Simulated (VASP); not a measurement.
# CoO (F-43m) in VASP: single point with PBEsol+U

Aim: the single point of CoO with PBEsol+U.

Program: VASP 6.6.1. These are calculated values, not measurements. Logs are shortened: lines on timing, memory, paths and dates and some standing lists are left out, and cuts for length are marked.

## Step 1: The cell of the first run

The structure is cubic, space group F-43m (No. 216). Conventional cell: a = 4.349 Å, b = 4.349 Å, c = 4.349 Å, α = 90.00°, β = 90.00°, γ = 90.00°. Within 2.5 Å of Co (site symmetry -43m) lie 4 O at 1.88 Å. O (site symmetry -43m) has 4 Co at 1.88 Å within 2.5 Å.

## Step 2: Single point, PBEsol+U, collinear spin, antiferromagnetic start

INCAR

```
PREC = Accurate
ENCUT = 520
EDIFF = 1E-6
ISMEAR = 0
SIGMA = 0.05
LREAL = F
LASPH = T
NELM = 150
ALGO = Normal
ISIF = 2
LWAVE = F
LCHARG = T
ISPIN = 2
MAGMOM = 3 -3 0 0
LORBIT = 11
LMAXMIX = 4
LDAU = T
LDAUTYPE = 2
LDAUL = 2 -1
LDAUU = 3 0
LDAUJ = 0 0
LDAUPRINT = 1
GGA = PS
LELF = T
LVHAR = T
NBANDS = 27
```

KPOINTS

```
regular mesh
0
Gamma
  16 16 8
```

POSCAR

```
CoO
1.0
    0.0000000000      2.1744804960      2.1744804960
    2.1744804960      0.0000000000      2.1744804960
    4.3489609920      4.3489609920      0.0000000000
Co O
2 2
Direct
    0.0000000000      1.0000000000      1.0000000000
    0.0000000000      1.0000000000      0.5000000000
    0.2500000000      0.2500000000      0.1250000000
    0.2500000000      0.2500000000      0.6250000000
```

Potentials or basis: VASP PAW PBE potentials, release 64 (Co, O).

Launch:

```console
> cat potpaw_PBE.64/Co/POTCAR potpaw_PBE.64/O/POTCAR > POTCAR
> mpirun -np 1 vasp_std > vasp.out
```

OUTCAR:

```text
PREC = Accurate
   ENCUT = 520
   EDIFF = 1E-6
   ISMEAR = 0
   LREAL = F
   LASPH = T
   NELM = 150
   ISIF = 2
   ISPIN = 2
   LORBIT = 11
   GGA = PS

 ion  position               nearest neighbor table
   1  0.000  0.000  0.000-   3 1.88   4 1.88   3 1.88   3 1.88   2 3.08   2 3.08   2 3.08   2 3.08
                             2 3.08   2 3.08
   2  0.000  0.000  0.500-   3 1.88   4 1.88   4 1.88   4 1.88   1 3.08   1 3.08   1 3.08   1 3.08
                             1 3.08   1 3.08
   3  0.250  0.250  0.125-   1 1.88   1 1.88   1 1.88   2 1.88
   4  0.250  0.250  0.625-   2 1.88   2 1.88   1 1.88   2 1.88

  LATTYP: Found a trigonal (rhomboedric) cell.
 ALAT       =     5.3263676708
 COS(alpha) =     0.8333333333

  Lattice vectors:

 A1 = (   4.3489609920,   2.1744804960,  -2.1744804960)
 A2 = (   2.1744804960,   2.1744804960,  -4.3489609920)
 A3 = (   2.1744804960,   4.3489609920,  -2.1744804960)

Analysis of symmetry for initial positions (statically):
=====================================================================
 Subroutine PRICEL returns following result:

  LATTYP: Found a face centered cubic cell.
 ALAT       =     4.3489609920
[... 12 lines left out ...]
 Subroutine GETGRP returns: Found  6 space group operations
 (whereof  6 operations were pure point group operations)
 out of a pool of 12 trial point group operations.

The static configuration has the point symmetry C_3v.

Analysis of symmetry for dynamics (positions and initial velocities):
=====================================================================
 Subroutine PRICEL returns following result:

  LATTYP: Found a face centered cubic cell.
 ALAT       =     4.3489609920
[... 12 lines left out ...]
 Subroutine GETGRP returns: Found  6 space group operations
 (whereof  6 operations were pure point group operations)
 out of a pool of 12 trial point group operations.

The dynamic configuration has the point symmetry C_3v.

Analysis of structural, dynamic, and magnetic symmetry:
=====================================================================
 Subroutine PRICEL returns following result:

  LATTYP: Found a face centered cubic cell.
 ALAT       =     4.3489609920
[... 12 lines left out ...]
 Subroutine GETGRP returns: Found  6 space group operations
 (whereof  6 operations were pure point group operations)
 out of a pool of 12 trial point group operations.

The overall configuration has the point symmetry C_3v.

 Subroutine INISYM returns: Found  6 space group operations
 (whereof  6 operations are pure point group operations),
 and found     2 'primitive' translations

----------------------------------------------------------------------------------------

                                     Primitive cell

  volume of cell :      20.5635

  direct lattice vectors                    reciprocal lattice vectors
     0.000000000  2.174480496  2.174480496    -0.229939979  0.229939979  0.229939979
     2.174480496  0.000000000  2.174480496     0.229939979 -0.229939979  0.229939979
     2.174480496  2.174480496  0.000000000     0.229939979  0.229939979 -0.229939979

  length of vectors
     3.075179809  3.075179809  3.075179809     0.398267727  0.398267727  0.398267727

  position of ions in fractional coordinates (direct lattice)
     0.000000000  0.000000000  0.000000000
     0.250000000  0.250000000  0.250000000

  ion indices of the primitive-cell ions
   primitive index   ion index
                 1           1
                 2           3

----------------------------------------------------------------------------------------

 KPOINTS: regular mesh

Automatic generation of k-mesh.
 Grid dimensions read from file:
 generate k-points for:   16   16    8

 Generating k-lattice:

  Cartesian coordinates                     Fractional coordinates (reciprocal lattice)
[... 96 lines left out ...]
   IALGO  =     38    algorithm
   IMIX   =      4    mixing-type and parameters
     AMIX     =   0.40;   BMIX     =  1.00
     AMIX_MAG =   1.60;   BMIX_MAG =  1.00
  volume/ion in A,a.u.               =      10.28        69.38
  Fermi-wavevector in a.u.,A,eV,Ry     =   1.473691  2.784872 29.548655  2.171765
  Thomas-Fermi vector in A             =   2.588553
   LORBIT       =     11    0 simple, 1 ext, 2 COOP (PROOUT), +10 PAW based schemes
 LDA+U is selected, type is set to LDAUTYPE =  2
   angular momentum for each species LDAUL =     2   -1
   U (eV)           for each species LDAUU =   3.0  0.0
   J (eV)           for each species LDAUJ =   0.0  0.0
   GGA     = PS    functional components
   LHFCALC =     F    Hartree Fock is set to
   AEXX    =    0.0000 exact exchange contribution
   IVDW    =     0    specifies the selected vdW correction
   LEPSILON=     F    determine dielectric tensor
   LRPA    =     F    only Hartree local field effects (RPA)
 spin polarized calculation
 Gauss-broadening in eV      SIGMA  =   0.05
  energy-cutoff  :      520.00
  volume of cell :       41.13
 maximum number of plane-waves:      1124
   NGX = 11   NGY = 11   NGZ = 23

 number of electron      29.9999994 magnetization      -0.0000000

atom =   1  type =  1  l = 2

 onsite density matrix

spin component  1

  0.9818  0.0081  0.0031  0.0081  0.0000
  0.0081  0.9818  0.0016 -0.0081 -0.0027
  0.0031  0.0016  0.9643  0.0016  0.0000
  0.0081 -0.0081  0.0016  0.9818  0.0027
  0.0000 -0.0027  0.0000  0.0027  0.9643

spin component  2

  0.1906 -0.0060  0.0194 -0.0060 -0.0000
 -0.0060  0.1906  0.0097  0.0060 -0.0168
  0.0194  0.0097  0.9460  0.0097 -0.0000
 -0.0060  0.0060  0.0097  0.1906  0.0168
 -0.0000 -0.0168 -0.0000  0.0168  0.9460

 occupancies and eigenvectors

  o =  0.1839  v =  0.0000  0.0000  0.0000  0.0000  0.0000 -0.5105  0.2962  0.0195 -0.8067  0.0243      0.0000  0.0000  0.0000  0.0000  0.0000  0.0000  0.0000  0.0000  0.0000  0.0000
  o =  0.1839  v =  0.0000  0.0000  0.0000  0.0000  0.0000 -0.6367 -0.7605  0.0243  0.1238 -0.0195      0.0000  0.0000  0.0000  0.0000  0.0000  0.0000  0.0000  0.0000  0.0000  0.0000
  o =  0.2026  v =  0.0000  0.0000  0.0000  0.0000  0.0000 -0.5774  0.5774  0.0000  0.5774  0.0000      0.0000  0.0000  0.0000  0.0000  0.0000  0.0000  0.0000  0.0000  0.0000  0.0000
  o =  0.9467  v =  0.0000  0.0000  0.0000  0.0000  0.0000 -0.0039  0.0198 -0.1552 -0.0237 -0.9874      0.0000  0.0000  0.0000  0.0000  0.0000  0.0000  0.0000  0.0000  0.0000  0.0000
  o =  0.9467  v =  0.0000  0.0000  0.0000  0.0000  0.0000  0.0251  0.0160  0.9874  0.0091 -0.1552      0.0000  0.0000  0.0000  0.0000  0.0000  0.0000  0.0000  0.0000  0.0000  0.0000
  o =  0.9638  v = -0.1155 -0.0791  0.9677 -0.0364 -0.2066  0.0000  0.0000  0.0000  0.0000  0.0000      0.0000  0.0000  0.0000  0.0000  0.0000  0.0000  0.0000  0.0000  0.0000  0.0000
  o =  0.9638  v = -0.0247  0.0877  0.2066 -0.1124  0.9677  0.0000  0.0000  0.0000  0.0000  0.0000      0.0000  0.0000  0.0000  0.0000  0.0000  0.0000  0.0000  0.0000  0.0000  0.0000
  o =  0.9656  v = -0.5774  0.5774 -0.0000  0.5774 -0.0000  0.0000  0.0000  0.0000  0.0000  0.0000      0.0000  0.0000  0.0000  0.0000  0.0000  0.0000  0.0000  0.0000  0.0000  0.0000
  o =  0.9905  v =  0.7673  0.6027  0.1374  0.1645 -0.0453  0.0000  0.0000  0.0000  0.0000  0.0000      0.0000  0.0000  0.0000  0.0000  0.0000  0.0000  0.0000  0.0000  0.0000  0.0000
  o =  0.9905  v = -0.2530  0.5380 -0.0453 -0.7910 -0.1374  0.0000  0.0000  0.0000  0.0000  0.0000      0.0000  0.0000  0.0000  0.0000  0.0000  0.0000  0.0000  0.0000  0.0000  0.0000

atom =   2  type =  1  l = 2

 onsite density matrix

spin component  1

  0.1906 -0.0060  0.0194 -0.0060  0.0000
 -0.0060  0.1906  0.0097  0.0060 -0.0168
  0.0194  0.0097  0.9460  0.0097 -0.0000
 -0.0060  0.0060  0.0097  0.1906  0.0168
  0.0000 -0.0168 -0.0000  0.0168  0.9460

spin component  2

  0.9818  0.0081  0.0031  0.0081 -0.0000
  0.0081  0.9818  0.0016 -0.0081 -0.0027
  0.0031  0.0016  0.9643  0.0016  0.0000
  0.0081 -0.0081  0.0016  0.9818  0.0027
 -0.0000 -0.0027  0.0000  0.0027  0.9643

 occupancies and eigenvectors

  o =  0.1839  v = -0.5101  0.2966  0.0195 -0.8067  0.0243  0.0000  0.0000  0.0000  0.0000  0.0000      0.0000  0.0000  0.0000  0.0000  0.0000  0.0000  0.0000  0.0000  0.0000  0.0000
  o =  0.1839  v = -0.6370 -0.7603  0.0243  0.1232 -0.0195  0.0000  0.0000  0.0000  0.0000  0.0000      0.0000  0.0000  0.0000  0.0000  0.0000  0.0000  0.0000  0.0000  0.0000  0.0000
  o =  0.2026  v = -0.5774  0.5774  0.0000  0.5774  0.0000  0.0000  0.0000  0.0000  0.0000  0.0000      0.0000  0.0000  0.0000  0.0000  0.0000  0.0000  0.0000  0.0000  0.0000  0.0000
  o =  0.9467  v = -0.0016  0.0211 -0.0648 -0.0228 -0.9974  0.0000  0.0000  0.0000  0.0000  0.0000      0.0000  0.0000  0.0000  0.0000  0.0000  0.0000  0.0000  0.0000  0.0000  0.0000
  o =  0.9467  v =  0.0254  0.0141  0.9974  0.0113 -0.0648  0.0000  0.0000  0.0000  0.0000  0.0000      0.0000  0.0000  0.0000  0.0000  0.0000  0.0000  0.0000  0.0000  0.0000  0.0000
  o =  0.9638  v =  0.0000  0.0000  0.0000  0.0000  0.0000 -0.0805 -0.1151  0.6743  0.0346 -0.7241      0.0000  0.0000  0.0000  0.0000  0.0000  0.0000  0.0000  0.0000  0.0000  0.0000
  o =  0.9638  v =  0.0000  0.0000  0.0000  0.0000  0.0000  0.0864 -0.0265 -0.7241  0.1129 -0.6743      0.0000  0.0000  0.0000  0.0000  0.0000  0.0000  0.0000  0.0000  0.0000  0.0000
  o =  0.9656  v =  0.0000  0.0000  0.0000  0.0000  0.0000 -0.5774  0.5774 -0.0000  0.5774 -0.0000      0.0000  0.0000  0.0000  0.0000  0.0000  0.0000  0.0000  0.0000  0.0000  0.0000
  o =  0.9905  v =  0.0000  0.0000  0.0000  0.0000  0.0000 -0.6765 -0.7207 -0.1211  0.0442  0.0791      0.0000  0.0000  0.0000  0.0000  0.0000  0.0000  0.0000  0.0000  0.0000  0.0000
  o =  0.9905  v =  0.0000  0.0000  0.0000  0.0000  0.0000  0.4416 -0.3651  0.0791  0.8067  0.1211      0.0000  0.0000  0.0000  0.0000  0.0000  0.0000  0.0000  0.0000  0.0000  0.0000

 number of electron      29.9999994 magnetization       0.0000000

 Free energy of the ion-electron system (eV)
  ---------------------------------------------------
  ext. energy  EPLUGINS =         0.00000000
  ---------------------------------------------------
  free energy    TOTEN  =       -25.79521574 eV

  energy without entropy =      -25.79521574  energy(sigma->0) =      -25.79521574

 E-fermi :   7.2567     XC(G=0): -11.9903

 val. band max:        6.9879496908   @ k =   0.0000   0.0000   0.5000
 cond. band min:       7.7768771114   @ k =   0.0000   0.0000   0.0000
 fundamental gap:      0.7889274206
 Fermi energy:         7.2567338933

 spin component 1

 k-point     1 :       0.0000    0.0000    0.0000
  band No.  band energies     occupation
      1     -13.0999      1.00000
      2     -12.2512      1.00000
      3      -0.2786      1.00000
      4      -0.0089      1.00000
      5      -0.0089      1.00000
      6       0.5889      1.00000
[... 1433 lines left out ...]
     26      22.6558      0.00000
     27      26.5654      0.00000

 [... further k-points ...]

------------------------ aborting loop because EDIFF is reached ----------------------------------------

  FORCE on cell =-STRESS in cart. coord.  units (eV):
  Direction    XX          YY          ZZ          XY          YZ          ZX
  --------------------------------------------------------------------------------------
  -------------------------------------------------------------------------------------
  Total        4.6939251      4.6939251      4.6939251     -0.7924840      0.7924840      0.7924840
  in kB      182.8606222    182.8606222    182.8606222    -30.8726954     30.8726954     30.8726954
  external PRESSURE =     182.8606222 kB  Pullay stress =       0.0000000 kB

 VOLUME and BASIS-vectors are now :
 -----------------------------------------------------------------------------
  energy-cutoff  :      520.00
  volume of cell :       41.13
      direct lattice vectors                 reciprocal lattice vectors
     0.000000000  2.174480496  2.174480496    -0.229939979  0.229939979  0.229939979
     2.174480496  0.000000000  2.174480496     0.229939979 -0.229939979  0.229939979
     4.348960992  4.348960992  0.000000000     0.114969990  0.114969990 -0.114969990

 POSITION                                       TOTAL-FORCE (eV/Angst)
 -----------------------------------------------------------------------------------
      0.00000      0.00000      0.00000        -0.282976     -0.282976      0.282976
      2.17448      2.17448      0.00000        -0.282976     -0.282976      0.282976
      1.08724      1.08724      1.08724         0.282976      0.282976     -0.282976
      3.26172      3.26172      1.08724         0.282976      0.282976     -0.282976
 -----------------------------------------------------------------------------------
    total drift:                               -0.000057     -0.000057      0.000058

  FREE ENERGIE OF THE ION-ELECTRON SYSTEM (eV)
  ---------------------------------------------------
  free  energy   TOTEN  =       -25.7952157434 eV

  energy  without entropy=      -25.7952157434  energy(sigma->0) =      -25.79521574

 total charge

# of ion       s       p       d       tot
------------------------------------------
    1        0.402   0.561   7.304   8.268
    2        0.402   0.561   7.304   8.268
    3        1.545   3.511   0.000   5.056
    4        1.545   3.511   0.000   5.056
--------------------------------------------------
tot          3.894   8.144  14.609  26.647

 magnetization (x)

# of ion       s       p       d       tot
------------------------------------------
    1        0.011   0.061   2.409   2.481
    2       -0.011  -0.061  -2.409  -2.481
    3        0.009   0.103   0.000   0.112
    4       -0.009  -0.103   0.000  -0.112
--------------------------------------------------
tot          0.000   0.000   0.000   0.000
```

Wall time 13 min (1 thread of Intel Xeon 8259CL, shared host); peak memory 0.44 GiB.

Results:

```
Free energy                                           : -25.7952 eV
Pressure                                              : 18.3 GPa
Band gap on the k mesh                                : 0.79 eV
Net moment                                            : 0.00 μB per cell
Site moments                                          : Co +2.48, -2.48; O +0.11, -0.11 μB
Valence electrons inside the program's atomic spheres : Co 8.27; O 5.06
```

Stress tensor (GPa, compression positive):
```
18.29 -3.09  3.09
-3.09 18.29  3.09
 3.09  3.09 18.29
```

Eigenvalues of the final occupation matrices:
```tsv
site	spin	trace	eigenvalues
site 1 d	1	4.87	0.96 0.96 0.97 0.99 0.99
site 1 d	2	2.46	0.18 0.18 0.20 0.95 0.95
site 2 d	1	2.46	0.18 0.18 0.20 0.95 0.95
site 2 d	2	4.87	0.96 0.96 0.97 0.99 0.99
```

Caveat: the cell stands under pressure; semilocal functionals underestimate gaps, and a narrow one can read as zero; the PAW data sets were made with another functional, which shifts forces and pressure a little. The state reached can hang on the start; a lower one may exist.
